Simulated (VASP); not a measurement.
The system is GaP.

```xyz
2
Lattice="0.0000 2.7254 2.7254 2.7254 0.0000 2.7254 2.7254 2.7254 0.0000" Properties=species:S:1:pos:R:3 pbc="T T T"
Ga    0.0000    0.0000    0.0000
P     1.3627    1.3627    1.3627
```

Base run:

| Quantity | Value |
| --- | --- |
| Program | VASP 6.6.1 |
| Functional | HF |
| Potentials or basis | VASP PAW PBE potentials, release 64 (Ga_d, P) |
| Cutoff | 520 eV |
| k mesh | 6 × 6 × 6 |
| Occupations | gaussian, width 0.01 eV |
| Spin | no spin polarisation |

Its results: band gap on the k mesh 7.67 eV (least direct gap 9.17 eV); pressure 5.1 GPa.

Task: The run is repeated on the same cell with these changes: functional from HF to PBE; k mesh from 6 × 6 × 6 to 4 × 4 × 4. What comes out?

Result: Band gap on the k mesh 1.63 eV (least direct gap 1.82 eV); pressure 2.9 GPa.

Several settings changed at once.

Caveats: some runs use coarse meshes; the cell stands under pressure (at least some runs); the PAW data sets were made with another functional, which shifts forces and pressure a little (at least some runs).

A k mesh can miss the band edges.
